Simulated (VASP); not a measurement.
# As in VASP: single point with PBE+D3(BJ)

Aim: the single point of As with PBE+D3(BJ).

Program: VASP 6.6.1. These are calculated values, not measurements. Logs are shortened: lines on timing, memory, paths and dates and some standing lists are left out, and cuts for length are marked.

### 1 The cell of the first run

The cell holds a slab with vacuum, 4 atoms: a = 3.572 Å, b = 3.572 Å, c = 20.295 Å, α = 90.00°, β = 90.00°, γ = 120.00°.

### 2 Single point, PBE+D3(BJ) (layers slid over each other)

INCAR reads:

```
ALGO     = Normal         # electronic algorithm
DIPOL    = 0.5 0.5 0.371
EDIFF    = 1E-6           # SCF threshold, eV
ENCUT    = 400            # plane-wave cutoff, eV
GGA      = PE             # functional
GGA_COMPAT= False        
IDIPOL   = 3            
ISIF     = 2              # what is computed and relaxed
ISMEAR   = 0              # smearing method
IVDW     = 12             # dispersion correction
LASPH    = True           # aspherical terms in the spheres
LCHARG   = False          # write CHGCAR
LDIPOL   = True         
LREAL    = False          # projectors in reciprocal space
LWAVE    = False          # write WAVECAR
NBANDS   = 38             # bands
NELM     = 120            # most SCF steps
NELMDL   = -8           
PREC     = Accurate       # precision mode
SIGMA    = 0.05           # smearing width, eV
```

KPOINTS reads:

```
k-points
0
Gamma
  9 9 1
```

POSCAR reads:

```
As
1.0
    3.5716243461      0.0000000000      0.0000000000
   -1.7858121731      3.0931174165      0.0000000000
    0.0000000000      0.0000000000     20.2951239530
As
4
Direct
    0.3333333333      0.6666666667      0.2217281358
    0.6666666667      0.3333333333      0.2905900940
    1.0000000000      1.0000000000      0.4517125393
    1.3333333333      0.6666666667      0.5205744975
```

Potentials or basis: VASP PAW PBE potentials, release 64 (As_d).

Command:

```sh
> cat potpaw_PBE.64/As_d/POTCAR > POTCAR
> mpirun -np 1 vasp_std > vasp.out
```

OUTCAR:

```text
EDIFF = 1E-6
   ENCUT = 400
   GGA = PE
   ISIF = 2
   ISMEAR = 0
   IVDW = 12
   LASPH = True
   LREAL = False
   NELM = 120
   NELMDL = -8
   PREC = Accurate
 IVDW          = 12

 ion  position               nearest neighbor table
   1  0.333  0.667  0.222-   2 2.49   2 2.49   2 2.49
   2  0.667  0.333  0.291-   1 2.49   1 2.49   1 2.49
   3  0.000  0.000  0.452-   4 2.49   4 2.49   4 2.49
   4  0.333  0.667  0.521-   3 2.49   3 2.49   3 2.49

  LATTYP: Found a hexagonal cell.
 ALAT       =     3.5716243461
 C/A-ratio  =     5.6823232195

  Lattice vectors:

 A1 = (   3.5716243461,   0.0000000000,   0.0000000000)
 A2 = (  -1.7858121731,   3.0931174165,   0.0000000000)
 A3 = (   0.0000000000,   0.0000000000,  20.2951239530)

Analysis of symmetry for initial positions (statically):
=====================================================================
 Subroutine PRICEL returns:
 Original cell was already a primitive cell.

 Routine SETGRP: Setting up the symmetry group for a
 hexagonal supercell.

 Subroutine GETGRP returns: Found 12 space group operations
 (whereof  6 operations were pure point group operations)
 out of a pool of 24 trial point group operations.

The static configuration has the point symmetry C_3v.
 The point group associated with its full space group is D_3d.

Analysis of symmetry for dynamics (positions and initial velocities):
=====================================================================
 Subroutine PRICEL returns:
 Original cell was already a primitive cell.

 Routine SETGRP: Setting up the symmetry group for a
 hexagonal supercell.

 Subroutine GETGRP returns: Found 12 space group operations
 (whereof  6 operations were pure point group operations)
 out of a pool of 24 trial point group operations.

The dynamic configuration has the point symmetry C_3v.
 The point group associated with its full space group is D_3d.

 Subroutine INISYM returns: Found 12 space group operations
 (whereof  6 operations are pure point group operations),
 and found     1 'primitive' translations

----------------------------------------------------------------------------------------

                                     Primitive cell

  volume of cell :     224.2094

  direct lattice vectors                    reciprocal lattice vectors
     3.571624346  0.000000000  0.000000000     0.279984652  0.161649214  0.000000000
    -1.785812173  3.093117417  0.000000000     0.000000000  0.323298429  0.000000000
     0.000000000  0.000000000 20.295123953     0.000000000  0.000000000  0.049272919

  length of vectors
     3.571624346  3.571624346 20.295123953     0.323298429  0.323298429  0.049272919

  position of ions in fractional coordinates (direct lattice)
     0.333333333  0.666666667  0.221728136
     0.666666667  0.333333333  0.290590094
     0.000000000  0.000000000  0.451712539
     0.333333333  0.666666667  0.520574498

  ion indices of the primitive-cell ions
   primitive index   ion index
                 1           1
                 2           2
                 3           3
                 4           4

----------------------------------------------------------------------------------------

 KPOINTS: k-points

Automatic generation of k-mesh.
 Grid dimensions read from file:
 generate k-points for:    9    9    1

 Generating k-lattice:

  Cartesian coordinates                     Fractional coordinates (reciprocal lattice)
     0.031109406  0.017961024  0.000000000     0.111111111  0.000000000  0.000000000
     0.000000000  0.035922048  0.000000000     0.000000000  0.111111111  0.000000000
     0.000000000  0.000000000  0.049272919     0.000000000  0.000000000  1.000000000

  Length of vectors
     0.035922048  0.035922048  0.049272919

  Shift w.r.t. Gamma in fractional coordinates (k-lattice)
     0.000000000  0.000000000  0.000000000

 Subroutine IBZKPT returns following result:
 ===========================================

 Found     12 irreducible k-points:

 Following reciprocal coordinates:
            Coordinates               Weight
  0.000000  0.000000  0.000000      1.000000
  0.111111 -0.000000  0.000000      6.000000
  0.222222  0.000000  0.000000      6.000000
  0.333333  0.000000  0.000000      6.000000
  0.444444  0.000000  0.000000      6.000000
  0.111111  0.111111  0.000000      6.000000
  0.222222  0.111111  0.000000     12.000000
  0.333333  0.111111  0.000000     12.000000
  0.444444  0.111111  0.000000      6.000000
  0.222222  0.222222  0.000000      6.000000
  0.333333  0.222222  0.000000     12.000000
  0.333333  0.333333  0.000000      2.000000
   k-points           NKPTS =     12   k-points in BZ     NKDIM =     12   number of bands    NBANDS=     38
   number of dos      NEDOS =    301   number of ions     NIONS =      4
   total plane-waves  NPLWV =  80640
   dimension x,y,z NGX =    24 NGY =   24 NGZ =  140
   dimension x,y,z NGXF=    48 NGYF=   48 NGZF=  280
   ions per type =               4
   NGX,Y,Z   is equivalent  to a cutoff of  11.17, 11.17, 11.47 a.u.
   NGXF,Y,Z  is equivalent  to a cutoff of  22.34, 22.34, 22.94 a.u.
 SYSTEM =  unknown system
   PREC   = accura    normal or accurate (medium, high low for compatibility)
   ISTART =      0    job   : 0-new  1-cont  2-samecut
   ICHARG =      2    charge: 1-file 2-atom 10-const
   ISPIN  =      1    spin polarized calculation?
   LNONCOLLINEAR =      F non collinear calculations
   LSORBIT =      F    spin-orbit coupling
   LASPH  =      T    aspherical Exc in radial PAW
   ENCUT  =  400.0 eV  29.40 Ry    5.42 a.u.   5.82  5.82 33.10*2*pi/ulx,y,z
   NELM   =    120;   NELMIN=  2; NELMDL= -8     # of ELM steps
   EDIFF  = 0.1E-05   stopping-criterion for ELM
   LREAL  =      F    real-space projection
   EDIFFG = 0.1E-04   stopping-criterion for IOM
   NSW    =      0    number of steps for IOM
   IBRION =     -1    ionic relax: 0-MD 1-quasi-New 2-CG
   NFREE  =      0    steps in history (QN), initial steepest desc. (CG)
   ISIF   =      2    stress and relaxation
   ISYM   =      2    0-nonsym 1-usesym 2-fastsym
   POTIM  = 0.5000    time-step for ionic-motion
   TEBEG  =    0.0;   TEEND  =   0.0 temperature during run
   PSTRESS=    0.0 pullay stress
   NELECT =      60.0000    total number of electrons
   NUPDOWN=      -1.0000    fix difference up-down
   EMIN   =  10.00;   EMAX   =-10.00  energy-range for DOS
   EFERMI =   0.00;   METHOD = LEGACY
   ISMEAR =     0;   SIGMA  =   0.05  broadening in eV -4-tet -1-fermi 0-gaus
   EFERMI_NEDOS =   21; number of points for ismear=-14 and -15
   IALGO  =     38    algorithm
   IMIX   =      4    mixing-type and parameters
     AMIX     =   0.40;   BMIX     =  1.00
     AMIX_MAG =   1.60;   BMIX_MAG =  1.00
  volume/ion in A,a.u.               =      56.05       378.26
  Fermi-wavevector in a.u.,A,eV,Ry     =   1.054971  1.993607 15.142799  1.112964
  Thomas-Fermi vector in A             =   2.190152
   LORBIT       =      0    0 simple, 1 ext, 2 COOP (PROOUT), +10 PAW based schemes
   GGA     = PE    functional components
   LHFCALC =     F    Hartree Fock is set to
   AEXX    =    0.0000 exact exchange contribution
   IVDW    =    12    specifies the selected vdW correction
   LEPSILON=     F    determine dielectric tensor
   LRPA    =     F    only Hartree local field effects (RPA)
 non-spin polarized calculation
 Gauss-broadening in eV      SIGMA  =   0.05
  energy-cutoff  :      400.00
  volume of cell :      224.21
 maximum number of plane-waves:      4097
 NGX is ok and might be reduce to    24
   NGX = 11   NGY = 11   NGZ = 67

 dipolmoment           0.000000      0.000000     -0.000004 electrons x Angstroem

 number of electron      60.0000033 magnetization

 dipolmoment           0.000000      0.000000      0.000002 electrons x Angstroem

 Free energy of the ion-electron system (eV)
  ---------------------------------------------------
  ext. energy  EPLUGINS =         0.00000000
  ---------------------------------------------------
  free energy    TOTEN  =       -18.67210698 eV

  energy without entropy =      -18.67210698  energy(sigma->0) =      -18.67210698

 E-fermi :  -1.6996     XC(G=0):  -4.9245

 val. band max:       -1.9299435910   @ k =   0.1111  -0.0000   0.0000
 cond. band min:      -0.9328243124   @ k =   0.3333   0.0000   0.0000
 fundamental gap:      0.9971192786
 Fermi energy:        -1.6995805673

 k-point     1 :       0.0000    0.0000    0.0000
  band No.  band energies     occupation
      1     -37.3613      2.00000
      2     -37.3613      2.00000
      3     -37.3609      2.00000
      4     -37.3609      2.00000
      5     -37.3203      2.00000
      6     -37.3203      2.00000
[... 30 lines left out ...]
     37       2.6293      0.00000
     38       2.8862      0.00000

 k-point     2 :       0.1111   -0.0000    0.0000
  band No.  band energies     occupation
      1     -37.3608      2.00000
      2     -37.3605      2.00000
      3     -37.3576      2.00000
      4     -37.3573      2.00000
      5     -37.3194      2.00000
      6     -37.3193      2.00000
[... 30 lines left out ...]
     37       2.8552      0.00000
     38       3.1066      0.00000

 k-point     3 :       0.2222    0.0000    0.0000
  band No.  band energies     occupation
      1     -37.3597      2.00000
      2     -37.3595      2.00000
      3     -37.3478      2.00000
      4     -37.3476      2.00000
      5     -37.3165      2.00000
      6     -37.3164      2.00000
[... 30 lines left out ...]
     37       3.3919      0.00000
     38       3.6906      0.00000

 k-point     4 :       0.3333    0.0000    0.0000
  band No.  band energies     occupation
      1     -37.3583      2.00000
      2     -37.3581      2.00000
      3     -37.3365      2.00000
      4     -37.3364      2.00000
      5     -37.3093      2.00000
      6     -37.3092      2.00000
[... 30 lines left out ...]
     37       4.1094      0.00000
     38       4.3513      0.00000

 k-point     5 :       0.4444    0.0000    0.0000
  band No.  band energies     occupation
      1     -37.3573      2.00000
      2     -37.3571      2.00000
      3     -37.3307      2.00000
      4     -37.3305      2.00000
      5     -37.2946      2.00000
      6     -37.2945      2.00000
[... 30 lines left out ...]
     37       4.2646      0.00000
     38       4.3694      0.00000

 k-point     6 :       0.1111    0.1111    0.0000
  band No.  band energies     occupation
      1     -37.3602      2.00000
      2     -37.3600      2.00000
      3     -37.3506      2.00000
      4     -37.3504      2.00000
      5     -37.3176      2.00000
      6     -37.3175      2.00000
[... 30 lines left out ...]
     37       3.2693      0.00000
     38       3.4700      0.00000

 k-point     7 :       0.2222    0.1111    0.0000
  band No.  band energies     occupation
      1     -37.3591      2.00000
      2     -37.3590      2.00000
      3     -37.3387      2.00000
      4     -37.3386      2.00000
      5     -37.3134      2.00000
      6     -37.3133      2.00000
[... 30 lines left out ...]
     37       3.8728      0.00000
     38       4.1379      0.00000

 k-point     8 :       0.3333    0.1111    0.0000
  band No.  band energies     occupation
      1     -37.3581      2.00000
      2     -37.3580      2.00000
      3     -37.3289      2.00000
      4     -37.3289      2.00000
      5     -37.3035      2.00000
      6     -37.3034      2.00000
[... 30 lines left out ...]
     37       4.5624      0.00000
     38       4.7283      0.00000

 k-point     9 :       0.4444    0.1111    0.0000
  band No.  band energies     occupation
      1     -37.3577      2.00000
      2     -37.3575      2.00000
      3     -37.3261      2.00000
      4     -37.3260      2.00000
      5     -37.2911      2.00000
      6     -37.2909      2.00000
[... 30 lines left out ...]
     37       4.4452      0.00000
     38       4.5885      0.00000

 k-point    10 :       0.2222    0.2222    0.0000
  band No.  band energies     occupation
      1     -37.3587      2.00000
      2     -37.3586      2.00000
      3     -37.3259      2.00000
      4     -37.3258      2.00000
      5     -37.3088      2.00000
      6     -37.3088      2.00000
[... 30 lines left out ...]
     37       4.7433      0.00000
     38       4.8594      0.00000

 k-point    11 :       0.3333    0.2222    0.0000
  band No.  band energies     occupation
      1     -37.3583      2.00000
      2     -37.3583      2.00000
      3     -37.3175      2.00000
      4     -37.3173      2.00000
      5     -37.2995      2.00000
      6     -37.2994      2.00000
[... 30 lines left out ...]
     37       5.0699      0.00000
     38       5.5091      0.00000

 k-point    12 :       0.3333    0.3333    0.0000
  band No.  band energies     occupation
      1     -37.3584      2.00000
      2     -37.3584      2.00000
      3     -37.3096      2.00000
      4     -37.3094      2.00000
      5     -37.2950      2.00000
      6     -37.2949      2.00000
[... 30 lines left out ...]
     37       6.3284      0.00000
     38       6.3284      0.00000

------------------------ aborting loop because EDIFF is reached ----------------------------------------

 vacuum level on the upper side and lower side of the slab       (xc-potential included)        -0.162        -0.164

 Edisp (eV)   -1.09276

 E8    (eV) :    -0.4775

  FORCE on cell =-STRESS in cart. coord.  units (eV):
  Direction    XX          YY          ZZ          XY          YZ          ZX
  --------------------------------------------------------------------------------------
  -------------------------------------------------------------------------------------
  Total       0.14917     0.14917    -0.44691    -0.00000     0.00000    -0.00000
  in kB       1.06594     1.06594    -3.19358    -0.00000     0.00000    -0.00000
  external pressure =       -0.35 kB  Pullay stress =        0.00 kB

 VOLUME and BASIS-vectors are now :
 -----------------------------------------------------------------------------
  energy-cutoff  :      400.00
  volume of cell :      224.21
      direct lattice vectors                 reciprocal lattice vectors
     3.571624346  0.000000000  0.000000000     0.279984652  0.161649214  0.000000000
    -1.785812173  3.093117417  0.000000000     0.000000000  0.323298429  0.000000000
     0.000000000  0.000000000 20.295123953     0.000000000  0.000000000  0.049272919

 POSITION                                       TOTAL-FORCE (eV/Angst)
 -----------------------------------------------------------------------------------
     -0.00000      2.06208      4.50000         0.000000      0.000000      0.034272
      1.78581      1.03104      5.89756        -0.000000      0.000000      0.034665
      0.00000      0.00000      9.16756         0.000000     -0.000000     -0.034665
     -0.00000      2.06208     10.56512        -0.000000      0.000000     -0.034272
 -----------------------------------------------------------------------------------
    total drift:                                0.000000     -0.000000      0.000446

  FREE ENERGIE OF THE ION-ELECTRON SYSTEM (eV)
  ---------------------------------------------------
  free  energy   TOTEN  =       -19.7648716958 eV

  energy  without entropy=      -19.7648716958  energy(sigma->0) =      -19.76487170

 vacuum level on the upper side and lower side of the slab         2.982         2.980
```

Wall time 63 s (1 thread of Intel Xeon Platinum 8488C (Sapphire Rapids), shared host); peak memory 0.28 GiB.

What came out:

```yaml
Free_energy: -19.7649 eV
Largest_force: 0.035 eV/Å
Band_gap_on_the_k_mesh: 1.00 eV (least direct gap 1.77 eV)
Dispersion_energy_per_atom: -0.273 eV
```

Forces in eV/Å, atoms in the order of the input:
```
As   0.000  0.000  0.034
As   0.000  0.000  0.035
As   0.000  0.000 -0.035
As   0.000  0.000 -0.034
```

Caveat: the cell differs from its parent crystal (layers slid over each other).
